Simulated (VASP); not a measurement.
# AlN in VASP: notebook

The runs below take AlN through single point, with r2SCAN, PBE.

All numbers are computed with VASP 6.6.1; they aren't measurements. Logs are shortened: lines on timing, memory, paths and dates and some standing lists are left out, and cuts for length are marked.

### 1 The cell of the first run

It takes space group Cmc2_1 (No. 36, orthorhombic). Conventional cell: a = 3.200 Å, b = 5.381 Å, c = 4.979 Å, α = 90.00°, β = 90.00°, γ = 90.00°. Al (site symmetry m) has 4 N at 1.90 to 1.91 Å within 2.5 Å. Within 2.5 Å of N (site symmetry m) lie 4 Al at 1.90 to 1.91 Å.

### 2 Single point, r2SCAN (uniaxial x strain +3.0%)

The input, POSCAR:

```
AlN
1.0
    3.1998945732      0.0000000000      0.0000000000
   -1.5999472866      2.6904757183      0.0000000000
    0.0000000000      0.0000000000      4.9785915490
Al N
2 2
Direct
    0.3325828019      0.6651656038     -0.0044598478
    0.6674171981      0.3348343962      0.4955401522
    0.3305932763      0.6611865526      0.3794598478
    0.6694067237      0.3388134474      0.8794598478
```

The input, INCAR.step1:

```
SYSTEM = AlN
PREC     = Accurate       ! precision mode
ENCUT    = 520            ! plane-wave cutoff, eV
ISMEAR   = 0              ! smearing method
SIGMA    = 0.01           ! smearing width, eV
LREAL    = .False.        ! projectors in reciprocal space
LASPH    = .True.         ! aspherical terms in the spheres
NELM     = 80             ! most SCF steps
NBANDS   = 16             ! bands
GGA      = PE             ! functional
ALGO     = Normal         ! electronic algorithm
EDIFF    = 1E-4           ! SCF threshold, eV
LWAVE    = .True.         ! write WAVECAR
LCHARG   = .False.        ! write CHGCAR
```

The input, INCAR.step2:

```
SYSTEM = AlN
PREC     = Accurate       ! precision mode
ENCUT    = 520            ! plane-wave cutoff, eV
EDIFF    = 1E-7           ! SCF threshold, eV
ISMEAR   = 0              ! smearing method
SIGMA    = 0.01           ! smearing width, eV
LREAL    = .False.        ! projectors in reciprocal space
LASPH    = .True.         ! aspherical terms in the spheres
NELM     = 80             ! most SCF steps
ALGO     = Normal         ! electronic algorithm
ISIF     = 2              ! what is computed and relaxed
LWAVE    = .False.        ! write WAVECAR
LCHARG   = .False.        ! write CHGCAR
METAGGA  = R2SCAN         ! meta-GGA
LMIXTAU  = .True.       
NBANDS   = 16             ! bands
ISTART   = 1
```

The input, KPOINTS:

```
Automatic mesh
0
Gamma
  12 12 6
  0 0 0
```

Potentials or basis: VASP PAW PBE potentials, release 64 (Al, N).

Run with:

```sh
cat potpaw_PBE.64/Al/POTCAR potpaw_PBE.64/N/POTCAR > POTCAR
cp INCAR.step1 INCAR
mpirun -np 1 vasp_std > vasp.out
cp INCAR.step2 INCAR
mpirun -np 1 vasp_std > vasp.out
```

OUTCAR:

```text
SYSTEM = AlN
   PREC = Accurate
   ENCUT = 520
   EDIFF = 1E-7
   ISMEAR = 0
   LREAL = .False.
   LASPH = .True.
   NELM = 80
   ISIF = 2
   METAGGA = R2SCAN
   ISTART = 1

 ion  position               nearest neighbor table
   1  0.333  0.665  0.996-   4 1.90   3 1.91   4 1.91   4 1.91   2 3.07   2 3.07   2 3.09   2 3.09
                             2 3.09   2 3.09
   2  0.667  0.335  0.496-   3 1.90   4 1.91   3 1.91   3 1.91   1 3.07   1 3.07   1 3.09   1 3.09
                             1 3.09   1 3.09
   3  0.331  0.661  0.379-   2 1.90   1 1.91   2 1.91   2 1.91
   4  0.669  0.339  0.879-   1 1.90   2 1.91   1 1.91   1 1.91

  Warning from LATTYP: Monoclinic adjustment (A1->A3, A2->A1, A3->A2)!
  LATTYP: Found a base centered orthorhombic cell.
 ALAT       =     3.1998945732
 B/A-ratio  =     1.6816027258
 C/A-ratio  =     1.5558611183

  Lattice vectors:

 A1 = (   1.5999472866,  -2.6904757183,   0.0000000000)
 A2 = (   1.5999472866,   2.6904757183,   0.0000000000)
 A3 = (   0.0000000000,   0.0000000000,   4.9785915490)

Analysis of symmetry for initial positions (statically):
=====================================================================
 Subroutine PRICEL returns:
 Original cell was already a primitive cell.

 Routine SETGRP: Setting up the symmetry group for a
 base centered orthorhombic supercell.

 Subroutine GETGRP returns: Found  4 space group operations
 (whereof  2 operations were pure point group operations)
 out of a pool of  8 trial point group operations.

The static configuration has the point symmetry C_1h.
 The point group associated with its full space group is C_2v.

Analysis of symmetry for dynamics (positions and initial velocities):
=====================================================================
 Subroutine PRICEL returns:
 Original cell was already a primitive cell.

 Routine SETGRP: Setting up the symmetry group for a
 base centered orthorhombic supercell.

 Subroutine GETGRP returns: Found  4 space group operations
 (whereof  2 operations were pure point group operations)
 out of a pool of  8 trial point group operations.

The dynamic configuration has the point symmetry C_1h.
 The point group associated with its full space group is C_2v.

 Subroutine INISYM returns: Found  4 space group operations
 (whereof  2 operations are pure point group operations),
 and found     1 'primitive' translations

----------------------------------------------------------------------------------------

                                     Primitive cell

  volume of cell :      42.8619

  direct lattice vectors                    reciprocal lattice vectors
     3.199894573  0.000000000  0.000000000     0.312510296  0.185840741  0.000000000
    -1.599947287  2.690475718  0.000000000     0.000000000  0.371681481  0.000000000
     0.000000000  0.000000000  4.978591549     0.000000000  0.000000000  0.200860020

  length of vectors
     3.199894573  3.130254129  4.978591549     0.363592445  0.371681481  0.200860020

  position of ions in fractional coordinates (direct lattice)
     0.332582802  0.665165604  0.995540152
     0.667417198  0.334834396  0.495540152
     0.330593276  0.661186553  0.379459848
     0.669406724  0.338813447  0.879459848

  ion indices of the primitive-cell ions
   primitive index   ion index
                 1           1
                 2           2
                 3           3
                 4           4

----------------------------------------------------------------------------------------

 KPOINTS: Automatic mesh

Automatic generation of k-mesh.
 Grid dimensions read from file:
 generate k-points for:   12   12    6

 Generating k-lattice:

  Cartesian coordinates                     Fractional coordinates (reciprocal lattice)
     0.026042525  0.015486728  0.000000000     0.083333333  0.000000000  0.000000000
     0.000000000  0.030973457  0.000000000     0.000000000  0.083333333  0.000000000
     0.000000000  0.000000000  0.033476670     0.000000000  0.000000000  0.166666667

  Length of vectors
     0.030299370  0.030973457  0.033476670

  Shift w.r.t. Gamma in fractional coordinates (k-lattice)
     0.000000000  0.000000000  0.000000000

 Subroutine IBZKPT returns following result:
 ===========================================

 Found    172 irreducible k-points:

 Following reciprocal coordinates:
            Coordinates               Weight
  0.000000  0.000000  0.000000      1.000000
  0.083333 -0.000000  0.000000      4.000000
  0.166667 -0.000000  0.000000      4.000000
  0.250000 -0.000000  0.000000      4.000000
  0.333333 -0.000000  0.000000      4.000000
  0.416667 -0.000000  0.000000      4.000000
[... 16 lines left out ...]
  0.333333  0.166667  0.000000      4.000000
  0.416667  0.166667  0.000000      4.000000
 [... further k-points ...]
   k-points           NKPTS =    172   k-points in BZ     NKDIM =    172   number of bands    NBANDS=     16
[... 29 lines left out ...]
   NUPDOWN=      -1.0000    fix difference up-down
   EMIN   =  10.00;   EMAX   =-10.00  energy-range for DOS
   EFERMI =   0.00;   METHOD = LEGACY
   ISMEAR =     0;   SIGMA  =   0.01  broadening in eV -4-tet -1-fermi 0-gaus
   EFERMI_NEDOS =   21; number of points for ismear=-14 and -15
   IALGO  =     38    algorithm
   IMIX   =      4    mixing-type and parameters
     AMIX     =   0.40;   BMIX     =  1.00
     AMIX_MAG =   1.60;   BMIX_MAG =  1.00
  volume/ion in A,a.u.               =      10.72        72.31
  Fermi-wavevector in a.u.,A,eV,Ry     =   1.178757  2.227528 18.904872  1.389469
  Thomas-Fermi vector in A             =   2.315081
   LORBIT       =      0    0 simple, 1 ext, 2 COOP (PROOUT), +10 PAW based schemes
   METAGGA = R2SCAN    functional components
   LHFCALC =     F    Hartree Fock is set to
   AEXX    =    0.0000 exact exchange contribution
   IVDW    =     0    specifies the selected vdW correction
   LEPSILON=     F    determine dielectric tensor
   LRPA    =     F    only Hartree local field effects (RPA)
 non-spin polarized calculation
 Gauss-broadening in eV      SIGMA  =   0.01
  energy-cutoff  :      520.00
  volume of cell :       42.86
 maximum number of plane-waves:      1176
   NGX = 11   NGY = 11   NGZ = 19

 number of electron      16.0000001 magnetization

 Free energy of the ion-electron system (eV)
  ---------------------------------------------------
  ext. energy  EPLUGINS =         0.00000000
  ---------------------------------------------------
  free energy    TOTEN  =       -38.40923107 eV

  energy without entropy =      -38.40923107  energy(sigma->0) =      -38.40923107

 E-fermi :   5.8141     XC(G=0): -11.2841

 val. band max:        5.7254366156   @ k =   0.0000   0.0000   0.0000
 cond. band min:      10.2909812889   @ k =   0.0000   0.0000   0.0000
 fundamental gap:      4.5655446733
 Fermi energy:         5.8140706811

 k-point     1 :       0.0000    0.0000    0.0000
  band No.  band energies     occupation
      1     -10.1625      2.00000
      2      -8.0697      2.00000
      3      -0.2425      2.00000
      4       4.5751      2.00000
      5       4.8263      2.00000
      6       5.3115      2.00000
[... 8 lines left out ...]
     15      19.5054      0.00000
     16      19.7973      0.00000

 k-point     2 :       0.0833   -0.0000    0.0000
  band No.  band energies     occupation
      1     -10.0788      2.00000
      2      -8.0256      2.00000
      3      -0.1402      2.00000
      4       4.2207      2.00000
      5       4.6605      2.00000
      6       4.9638      2.00000
[... 8 lines left out ...]
     15      19.4910      0.00000
     16      19.5866      0.00000

 k-point     3 :       0.1667   -0.0000    0.0000
  band No.  band energies     occupation
      1      -9.8356      2.00000
      2      -7.9062      2.00000
      3       0.1611      2.00000
      4       3.2622      2.00000
      5       4.0954      2.00000
      6       4.4030      2.00000
[... 8 lines left out ...]
     15      18.7118      0.00000
     16      19.2021      0.00000
[... 362 lines left out ...]
 k-point    23 :       0.3333    0.1667    0.0000
  band No.  band energies     occupation
      1      -8.3778      2.00000
      2      -7.5898      2.00000
      3       0.6775      2.00000
      4       1.7309      2.00000
      5       2.2068      2.00000
      6       2.9101      2.00000
[... 8 lines left out ...]
     15      18.5973      0.00000
     16      21.2897      0.00000

 k-point    24 :       0.4167    0.1667    0.0000
  band No.  band energies     occupation
      1      -8.1822      2.00000
      2      -7.6515      2.00000
      3       0.4775      2.00000
      4       1.7002      2.00000
      5       2.5625      2.00000
      6       2.6988      2.00000
[... 8 lines left out ...]
     15      19.2117      0.00000
     16      21.2023      0.00000

 [... further k-points ...]

------------------------ aborting loop because EDIFF is reached ----------------------------------------

  FORCE on cell =-STRESS in cart. coord.  units (eV):
  Direction    XX          YY          ZZ          XY          YZ          ZX
  --------------------------------------------------------------------------------------
  -------------------------------------------------------------------------------------
  Total       -3.1724904     -1.1447289     -0.8971780      0.0000000      0.0000000      0.0000000
  in kB     -118.5877030    -42.7899695    -33.5365165      0.0000000      0.0000000      0.0000000
  external PRESSURE =     -64.9713963 kB  Pullay stress =       0.0000000 kB

 VOLUME and BASIS-vectors are now :
 -----------------------------------------------------------------------------
  energy-cutoff  :      520.00
  volume of cell :       42.86
      direct lattice vectors                 reciprocal lattice vectors
     3.199894573  0.000000000  0.000000000     0.312510296  0.185840741  0.000000000
    -1.599947287  2.690475718  0.000000000     0.000000000  0.371681481  0.000000000
     0.000000000  0.000000000  4.978591549     0.000000000  0.000000000  0.200860020

 POSITION                                       TOTAL-FORCE (eV/Angst)
 -----------------------------------------------------------------------------------
      0.00000      1.78961      4.95639        -0.000000     -0.001082     -0.001684
      1.59995      0.90086      2.46709         0.000000      0.001082     -0.001684
      0.00000      1.77891      1.88918        -0.000000     -0.000670      0.001684
      1.59995      0.91157      4.37847         0.000000      0.000670      0.001684
 -----------------------------------------------------------------------------------
    total drift:                               -0.000000     -0.000000     -0.010251

  FREE ENERGIE OF THE ION-ELECTRON SYSTEM (eV)
  ---------------------------------------------------
  free  energy   TOTEN  =       -38.4092310662 eV

  energy  without entropy=      -38.4092310662  energy(sigma->0) =      -38.40923107
```

It took 4.4 min on 1 thread of Intel Xeon Platinum 8259CL at 2.50GHz (Skylake/Cascade Lake), shared host; peak memory 0.23 GiB.

What came out:

```yaml
Free_energy: -38.4092 eV
Pressure: -6.5 GPa
Band_gap_on_the_k_mesh: 4.57 eV, direct
```

Forces on the atoms (eV/Å):
```
Al   0.000 -0.001 -0.002
Al   0.000  0.001 -0.002
N    0.000 -0.001  0.002
N    0.000  0.001  0.002
```

Levels at points of the mesh, in eV from the valence-band top:
| k point | band 6 | band 7 | band 8 | band 9 | band 10 | band 11 |
| --- | --- | --- | --- | --- | --- | --- |
| (0.00, 0.00, 0.00) | -0.41 | -0.24 | 0.00 | 4.57 | 7.02 | 11.30 |
| (0.50, 0.00, 0.00) | -2.14 | -1.82 | -0.69 | 6.43 | 6.47 | 8.79 |
| (0.00, 0.50, 0.00) | -2.47 | -1.72 | -0.95 | 6.03 | 6.28 | 8.49 |
| (0.00, 0.00, 0.50) | -0.79 | -0.58 | -0.58 | 6.85 | 6.85 | 11.01 |
| (0.50, 0.00, 0.50) | -1.49 | -1.38 | -1.38 | 5.88 | 5.88 | 9.95 |
| (0.00, 0.50, 0.50) | -1.79 | -1.39 | -1.39 | 5.80 | 5.80 | 9.77 |

Caveat: the cell differs from its parent crystal (uniaxial x strain +3.0%); the PAW data sets were made with another functional, which shifts forces and pressure a little. A k mesh can miss the band edges.

### 3 Single point, PBE (shear xy strain +5.0%)

The input, INCAR:

```
PREC     = Accurate       # precision mode
ENCUT    = 520            # plane-wave cutoff, eV
EDIFF    = 1E-7           # SCF threshold, eV
ISMEAR   = -1             # smearing method
SIGMA    = 0.02           # smearing width, eV
LREAL    = False          # projectors in reciprocal space
LASPH    = True           # aspherical terms in the spheres
NELM     = 60             # most SCF steps
ALGO     = Normal         # electronic algorithm
ISIF     = 2              # what is computed and relaxed
LWAVE    = False          # write WAVECAR
LCHARG   = False          # write CHGCAR
GGA      = PE             # functional
NBANDS   = 16             # bands
```

The input, KPOINTS:

```
regular mesh
0
Gamma
  12 12 6
```

The input, POSCAR:

```
AlN
1.0
    3.1066937604      0.0776673440      0.0000000000
   -1.4860849873      2.6516420463      0.0000000000
    0.0000000000      0.0000000000      4.9785915490
Al N
2 2
Direct
    0.3308157430      0.6667427830     -0.0033166579
    0.6691842570      0.3332572170      0.4966833421
    0.3256371235      0.6673600999      0.3783166579
    0.6743628765      0.3326399001      0.8783166579
```

Potentials or basis: VASP PAW PBE potentials, release 64 (Al, N).

Run with:

```sh
cat potpaw_PBE.64/Al/POTCAR potpaw_PBE.64/N/POTCAR > POTCAR
mpirun -np 1 vasp_std > vasp.out
```

It took 1.8 min on 1 thread of Intel Xeon Platinum 8259CL at 2.50GHz (Skylake/Cascade Lake), shared host; peak memory 0.28 GiB.

The run converged. Its results:

```
Free energy            : -29.7268 eV
Pressure               : 4.4 GPa
Largest force          : 0.030 eV/Å
Band gap on the k mesh : 4.22 eV, direct
```

Forces on the atoms (eV/Å):
```
Al  -0.022  0.000 -0.006
Al   0.022  0.000 -0.006
N   -0.029  0.001  0.006
N    0.029 -0.001  0.006
```

Stress tensor (GPa, compression positive):
```
 4.08 -6.34  0.00
-6.34  5.01  0.00
 0.00  0.00  4.09
```

Levels at points of the mesh, in eV from the valence-band top:
```
           k point  band 4  band 5  band 6  band 7  band 8  band 9  band 10  band 11  band 12  band 13
(0.00, 0.00, 0.00)   -1.08   -0.62   -0.36   -0.03    0.00    4.22     6.62    10.54    10.84    11.80
(0.50, 0.00, 0.00)   -4.30   -3.44   -1.89   -1.73   -0.42    5.99     6.22     8.50    10.17    11.53
(0.00, 0.50, 0.00)   -4.18   -3.34   -2.08   -1.77   -0.68    5.82     5.84     8.23    10.22    11.00
(0.50, 0.50, 0.00)   -4.05   -3.25   -2.41   -1.66   -0.94    5.47     5.62     7.92    10.30    10.51
(0.00, 0.00, 0.50)   -3.34   -0.73   -0.73   -0.34   -0.34    6.47     6.47    10.24    10.24    11.21
(0.50, 0.00, 0.50)   -5.74   -1.37   -1.37   -1.14   -1.14    5.38     5.38     9.50     9.50    11.76
(0.00, 0.50, 0.50)   -5.61   -1.47   -1.47   -1.34   -1.34    5.31     5.31     9.29     9.29    11.83
(0.50, 0.50, 0.50)   -5.47   -1.76   -1.76   -1.36   -1.36    5.24     5.24     9.12     9.12    11.93
```

Caveat: the cell differs from its parent crystal (shear xy strain +5.0%). A k mesh can miss the band edges.

### 4 Single point, r2SCAN (shear xy strain +5.0%)

POSCAR is that of step 3.

The input, INCAR.step1:

```
SYSTEM = AlN
ALGO = Normal
EDIFF = 1E-4
ENCUT = 520
GGA = PE
ISMEAR = 0
LASPH = .True.
LCHARG = .False.
LREAL = .False.
LWAVE = .True.
NBANDS = 16
NELM = 80
PREC = Accurate
SIGMA = 0.01
```

The input, INCAR.step2:

```
SYSTEM = AlN
ALGO = Normal
EDIFF = 1E-7
ENCUT = 520
ISIF = 2
ISMEAR = 0
ISTART = 1
LASPH = .True.
LCHARG = .False.
LMIXTAU = .True.
LREAL = .False.
LWAVE = .False.
METAGGA = R2SCAN
NBANDS = 16
NELM = 80
PREC = Accurate
SIGMA = 0.01
```

The input, KPOINTS:

```
k-points
0
Gamma
  12 12 6
  0 0 0
```

Run with:

```sh
cat potpaw_PBE.64/Al/POTCAR potpaw_PBE.64/N/POTCAR > POTCAR
cp INCAR.step1 INCAR
mpirun -np 1 vasp_std > vasp.out
cp INCAR.step2 INCAR
mpirun -np 1 vasp_std > vasp.out
```

Wall time 7.5 min (1 thread of Intel Xeon Platinum 8259CL at 2.50GHz (Skylake/Cascade Lake), shared host); peak memory 0.29 GiB.

The run converged. Its results:

| Quantity | Value |
| --- | --- |
| Free energy | -38.4126 eV |
| Pressure | -0.4 GPa |
| Largest force | 0.003 eV/Å |
| Band gap on the k mesh | 4.90 eV, direct |

Forces on the atoms (eV/Å):
```
Al  -0.001  0.000  0.001
Al   0.001  0.000  0.001
N   -0.003  0.001 -0.001
N    0.003 -0.001 -0.001
```

Stress tensor (GPa, compression positive):
```
-0.77 -6.81  0.00
-6.81  0.21  0.00
 0.00  0.00 -0.58
```

Levels at points of the mesh, in eV from the valence-band top:
```csv
k point,band 4,band 5,band 6,band 7,band 8,band 9,band 10,band 11,band 12,band 13
"(0.00, 0.00, 0.00)",-1.11,-0.64,-0.38,-0.04,0.00,4.90,7.45,11.46,11.74,12.68
"(0.50, 0.00, 0.00)",-4.34,-3.48,-1.88,-1.77,-0.43,6.63,6.96,9.36,11.12,12.34
"(0.00, 0.50, 0.00)",-4.22,-3.37,-2.13,-1.76,-0.70,6.46,6.57,9.06,11.15,11.81
"(0.50, 0.50, 0.00)",-4.09,-3.29,-2.47,-1.65,-0.96,6.19,6.26,8.73,11.11,11.42
"(0.00, 0.00, 0.50)",-3.38,-0.75,-0.75,-0.35,-0.35,7.22,7.22,11.18,11.18,12.06
"(0.50, 0.00, 0.50)",-5.80,-1.40,-1.40,-1.17,-1.17,6.05,6.05,10.37,10.37,12.84
"(0.00, 0.50, 0.50)",-5.66,-1.50,-1.50,-1.36,-1.36,5.99,5.99,10.15,10.15,12.91
"(0.50, 0.50, 0.50)",-5.53,-1.80,-1.80,-1.39,-1.39,5.92,5.92,9.98,9.98,13.00
```

Caveat: the cell differs from its parent crystal (shear xy strain +5.0%); the PAW data sets were made with another functional, which shifts forces and pressure a little. A k mesh can miss the band edges.

### 5 Summary

```csv
level,cell,smearing,gap on the mesh (eV),pressure (GPa)
r2SCAN,"a = 3.200, b = 3.130, c = 4.979 Å, angles 90.0, 90.0, 120.7°, 4 atoms",gaussian 0.01 eV,4.57,-6.5
PBE,"a = 3.108, b = 3.040, c = 4.979 Å, angles 90.0, 90.0, 117.8°, 4 atoms",fermi-dirac 0.02 eV,4.22,4.4
r2SCAN,"a = 3.108, b = 3.040, c = 4.979 Å, angles 90.0, 90.0, 117.8°, 4 atoms",gaussian 0.01 eV,4.90,-0.4
```

Alike in all rows: task single point; potentials or basis VASP PAW PBE potentials, release 64 (Al, N); no spin polarisation; k mesh 12 × 12 × 6; cutoff (eV) 520.

Caveats: the PAW data sets were made with another functional, which shifts forces and pressure a little (some runs).

Total energies depend on the potentials used, so only differences within one code and one set of settings carry meaning.
